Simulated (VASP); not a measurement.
Wanted: the native input for a VASP 6.6.1 run.

```
Task                   : single point
Functional             : r2SCAN
Potentials or basis    : VASP PAW PBE potentials, release 64 (Ru_pv)
Cutoff                 : 520 eV
k mesh                 : 11 × 11 × 6
Occupations            : fermi-dirac, width 0.05 eV
Spin                   : no spin polarisation
Dipole correction      : no
Further INCAR settings : ALGO = Normal; EDIFF = 1e-06; NBANDS = 21
```

Crystal: Ru.

```
Ru
1.0
     2.68866    0.00000    0.00000
    -1.34433    2.32845    0.00000
     0.00000    0.00000    4.24966
Ru
2
Direct
  0.66667 0.33333 0.75000
  0.33333 0.66667 0.25000
```

These files were run (other wordings do the same):

POSCAR

```
Ru
1.0
    2.6886619298      0.0000000000      0.0000000000
   -1.3443309649      2.3284495334      0.0000000000
    0.0000000000      0.0000000000      4.2496626323
Ru
2
Direct
    0.6666666667      0.3333333333      0.7500000000
    0.3333333333      0.6666666667      0.2500000000
```

INCAR.step1

```
SYSTEM = Ru
PREC = Accurate
ENCUT = 520
ISMEAR = -1
SIGMA = 0.05
LREAL = .FALSE.
LASPH = .TRUE.
NELM = 60
NBANDS = 21
GGA = PE
ALGO = Normal
EDIFF = 1E-4
LWAVE = .TRUE.
LCHARG = .FALSE.
```

INCAR.step2

```
SYSTEM = Ru
PREC = Accurate
ENCUT = 520
EDIFF = 1E-6
ISMEAR = -1
SIGMA = 0.05
LREAL = .FALSE.
LASPH = .TRUE.
NELM = 60
ALGO = Normal
ISIF = 2
LWAVE = .FALSE.
LCHARG = .FALSE.
METAGGA = R2SCAN
LMIXTAU = .TRUE.
NBANDS = 21
ISTART = 1
```

KPOINTS

```
Automatic mesh
0
G
  11 11 6
  0 0 0
```

Potentials or basis: VASP PAW PBE potentials, release 64 (Ru_pv).

Run with:

```sh
$ cat potpaw_PBE.64/Ru_pv/POTCAR > POTCAR
$ cp INCAR.step1 INCAR
$ mpirun -np 1 vasp_std > vasp.out
$ cp INCAR.step2 INCAR
$ mpirun -np 1 vasp_std > vasp.out
```

Results of the run:

| Property | Result |
| --- | --- |
| Pressure | 6.6 GPa |
| Band gap on the k mesh | zero (bands 14 and 15 overlap by 3.31 eV) |

Caveat: the cell stands under pressure; an empty level that is flat over the whole mesh can mark a ghost state of the potentials, or a narrow d or f band; the PAW data sets were made with another functional, which shifts forces and pressure a little.

Run time: 2.3 min on 1 thread of Intel Xeon 8259CL (shared host), peak memory 0.16 GiB.
